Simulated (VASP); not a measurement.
# Mo (I4_1/amd) in VASP: density of states with PBE

Aim: the density of states of Mo with PBE.

Everything below comes from runs of VASP 6.6.1. Logs are shortened: lines on timing, memory, paths and dates and some standing lists are left out, and cuts for length are marked.

## Step 1: The cell of the first run

Symmetry: I4_1/amd, No. 141, tetragonal system. The conventional cell has a = 5.063 Å, b = 5.063 Å, c = 2.635 Å, α = 90.00°, β = 90.00°, γ = 90.00°. Mo (site symmetry -4m2) has 10 Mo at 2.62 to 3.21 Å within 3.5 Å.

## Step 2: Density of states, PBE

POSCAR reads:

```
Mo
1.0
   -2.5315486885      2.5315486885      1.3174072928
    2.5315486885     -2.5315486885      1.3174072928
    2.5315486885      2.5315486885     -1.3174072928
Mo
2
Direct
   -0.3750000000     -0.1250000000     -0.2500000000
    0.3750000000      0.1250000000      0.2500000000
```

INCAR.step1 reads:

```
SYSTEM = Mo
  PREC = Accurate
  ENCUT = 520
  EDIFF = 1E-6
  ISMEAR = -1
  SIGMA = 0.05
  LREAL = .FALSE.
  LASPH = .TRUE.
  NELM = 60
  ALGO = Normal
  ISIF = 2
  LWAVE = .FALSE.
  LCHARG = .TRUE.
  LMAXMIX = 4
  GGA = PE
  NBANDS = 21
```

KPOINTS.step1 reads:

```
Automatic mesh
0
G
  18 18 18
  0 0 0
```

INCAR.step2 reads:

```
SYSTEM = Mo
  PREC = Accurate
  ENCUT = 520
  EDIFF = 1E-6
  ISMEAR = -5
  SIGMA = 0.05
  LREAL = .FALSE.
  LASPH = .TRUE.
  NELM = 60
  ALGO = Normal
  ISIF = 2
  LWAVE = .FALSE.
  LCHARG = .FALSE.
  LMAXMIX = 4
  GGA = PE
  LORBIT = 10
  NEDOS = 2001
  ICHARG = 11
```

KPOINTS.step2 reads:

```
Automatic mesh
0
G
  27 27 27
  0 0 0
```

Potentials or basis: VASP PAW PBE potentials, release 64 (Mo_sv).

Launch:

```sh
$ cat potpaw_PBE.64/Mo_sv/POTCAR > POTCAR
$ cp INCAR.step1 INCAR
$ cp KPOINTS.step1 KPOINTS
$ mpirun -np 1 vasp_std > vasp.out
$ cp INCAR.step2 INCAR
$ cp KPOINTS.step2 KPOINTS
$ mpirun -np 1 vasp_std > vasp.out
```

OUTCAR:

```text
SYSTEM = Mo
   PREC = Accurate
   ENCUT = 520
   EDIFF = 1E-6
   ISMEAR = -5
   LREAL = .FALSE.
   LASPH = .TRUE.
   NELM = 60
   ISIF = 2
   GGA = PE
   LORBIT = 10
   ICHARG = 11

 ion  position               nearest neighbor table
   1  0.625  0.875  0.750-   2 2.62   2 2.62   2 2.62   2 2.62   2 3.21   2 3.21   2 3.21   2 3.21

   2  0.375  0.125  0.250-   1 2.62   1 2.62   1 2.62   1 2.62   1 3.21   1 3.21   1 3.21   1 3.21

  LATTYP: Found a body centered tetragonal cell.
 ALAT       =     5.0630973770
 C/A-ratio  =     0.5203957952

  Lattice vectors:

 A1 = (  -2.5315486885,   2.5315486885,   1.3174072928)
 A2 = (   2.5315486885,  -2.5315486885,   1.3174072928)
 A3 = (   2.5315486885,   2.5315486885,  -1.3174072928)

Analysis of symmetry for initial positions (statically):
=====================================================================
 Subroutine PRICEL returns:
 Original cell was already a primitive cell.

 Routine SETGRP: Setting up the symmetry group for a
 body centered tetragonal supercell.

 Subroutine GETGRP returns: Found 16 space group operations
 (whereof  4 operations were pure point group operations)
 out of a pool of 16 trial point group operations.

The static configuration has the point symmetry C_2h.
 The point group associated with its full space group is D_4h.

Analysis of symmetry for dynamics (positions and initial velocities):
=====================================================================
 Subroutine PRICEL returns:
 Original cell was already a primitive cell.

 Routine SETGRP: Setting up the symmetry group for a
 body centered tetragonal supercell.

 Subroutine GETGRP returns: Found 16 space group operations
 (whereof  4 operations were pure point group operations)
 out of a pool of 16 trial point group operations.

The dynamic configuration has the point symmetry C_2h.
 The point group associated with its full space group is D_4h.

 Subroutine INISYM returns: Found 16 space group operations
 (whereof  4 operations are pure point group operations),
 and found     1 'primitive' translations

----------------------------------------------------------------------------------------

                                     Primitive cell

  volume of cell :      33.7717

  direct lattice vectors                    reciprocal lattice vectors
    -2.531548689  2.531548689  1.317407293     0.000000000  0.197507558  0.379533348
     2.531548689 -2.531548689  1.317407293     0.197507558  0.000000000  0.379533348
     2.531548689  2.531548689 -1.317407293     0.197507558  0.197507558  0.000000000

  length of vectors
[... 85 lines left out ...]
   LREAL  =      F    real-space projection
   EDIFFG = 0.1E-04   stopping-criterion for IOM
   NSW    =      0    number of steps for IOM
   IBRION =     -1    ionic relax: 0-MD 1-quasi-New 2-CG
   NFREE  =      0    steps in history (QN), initial steepest desc. (CG)
   ISIF   =      2    stress and relaxation
   ISYM   =      2    0-nonsym 1-usesym 2-fastsym
   POTIM  = 0.5000    time-step for ionic-motion
   TEBEG  =    0.0;   TEEND  =   0.0 temperature during run
   PSTRESS=    0.0 pullay stress
   NELECT =      28.0000    total number of electrons
   NUPDOWN=      -1.0000    fix difference up-down
   EMIN   =  10.00;   EMAX   =-10.00  energy-range for DOS
   EFERMI =   0.00;   METHOD = LEGACY
   ISMEAR =    -5;   SIGMA  =   0.05  broadening in eV -4-tet -1-fermi 0-gaus
   EFERMI_NEDOS =   21; number of points for ismear=-14 and -15
   IALGO  =     38    algorithm
   IMIX   =      4    mixing-type and parameters
     AMIX     =   0.40;   BMIX     =  1.00
     AMIX_MAG =   1.60;   BMIX_MAG =  1.00
  volume/ion in A,a.u.               =      16.89       113.95
  Fermi-wavevector in a.u.,A,eV,Ry     =   1.537954  2.906311 32.181888  2.365302
  Thomas-Fermi vector in A             =   2.644390
   LORBIT       =     10    0 simple, 1 ext, 2 COOP (PROOUT), +10 PAW based schemes
   GGA     = PE    functional components
   LHFCALC =     F    Hartree Fock is set to
   AEXX    =    0.0000 exact exchange contribution
   IVDW    =     0    specifies the selected vdW correction
   LEPSILON=     F    determine dielectric tensor
   LRPA    =     F    only Hartree local field effects (RPA)
 non-spin polarized calculation
 Fermi weights with tetrahedron method with Bloechl corrections
  energy-cutoff  :      520.00
  volume of cell :       33.77
 maximum number of plane-waves:       938

 number of electron      27.9999997 magnetization

 Free energy of the ion-electron system (eV)
  ---------------------------------------------------
  ext. energy  EPLUGINS =         0.00000000
  ---------------------------------------------------
  free energy    TOTEN  =       -20.20389743 eV

  energy without entropy =      -20.20389743  energy(sigma->0) =      -20.20389743

 E-fermi :  11.3373     XC(G=0): -12.8535

 val. band max:       11.3705899898   @ k =   0.4815   0.2222   0.1481
 cond. band min:      11.2722858234   @ k =  -0.3704   0.1852   0.0000
 fundamental gap:     -0.0983041664
 Fermi energy:        11.3372972369

 k-point     1 :       0.0000    0.0000    0.0000
  band No.  band energies     occupation
      1     -49.7470      2.00000
      2     -49.3580      2.00000
      3     -24.2415      2.00000
      4     -24.2415      2.00000
      5     -23.0571      2.00000
      6     -23.0571      2.00000
[... 481 lines left out ...]
      5     -24.0897      2.00000
      6     -23.6668      2.00000
[... 10 lines left out ...]
     17      13.5558      0.00000
     18      15.1896      0.00000

 [... further k-points ...]
[... 5 lines left out ...]
  --------------------------------------------------------------------------------------
  -------------------------------------------------------------------------------------
  Total        0.0221170      0.0221170      0.1956390      0.0000000      0.0000000      0.0000000
  in kB        1.0492649      1.0492649      9.2813967      0.0000000      0.0000000      0.0000000
  external PRESSURE =       3.7933088 kB  Pullay stress =       0.0000000 kB

 VOLUME and BASIS-vectors are now :
 -----------------------------------------------------------------------------
  energy-cutoff  :      520.00
  volume of cell :       33.77
      direct lattice vectors                 reciprocal lattice vectors
    -2.531548689  2.531548689  1.317407293     0.000000000  0.197507558  0.379533348
     2.531548689 -2.531548689  1.317407293     0.197507558  0.000000000  0.379533348
     2.531548689  2.531548689 -1.317407293     0.197507558  0.197507558  0.000000000

 POSITION                                       TOTAL-FORCE (eV/Angst)
 -----------------------------------------------------------------------------------
      2.53155      1.26577      0.98806         0.000000     -0.000000      0.000000
      0.00000      1.26577      0.32935        -0.000000      0.000000     -0.000000
 -----------------------------------------------------------------------------------
    total drift:                                0.000000      0.000000     -0.000000

  FREE ENERGIE OF THE ION-ELECTRON SYSTEM (eV)
  ---------------------------------------------------
  free  energy   TOTEN  =       -20.2038974277 eV

  energy  without entropy=      -20.2038974277  energy(sigma->0) =      -20.20389743

 total charge

# of ion       s       p       d       tot
------------------------------------------
    1        2.380   6.144   4.056  12.579
    2        2.380   6.144   4.056  12.579
--------------------------------------------------
tot          4.760  12.287   8.111  25.158
```

Wall time 8.3 min (1 thread of Intel Xeon Platinum 8488C (Sapphire Rapids), shared host); peak memory 0.91 GiB.

What came out:

```
Valence electrons inside the program's atomic spheres : Mo 12.58
```

Levels at points of the mesh, in eV from the Fermi level:
```csv
k point,band 10,band 11,band 12,band 13,band 14,band 15,band 16,band 17,band 18
"(0.00, 0.00, 0.00)",-5.26,-3.70,-3.28,-2.71,1.80,1.80,1.84,1.84,3.83
```

Caveat: tetrahedron occupations give inexact forces and stress in metals.
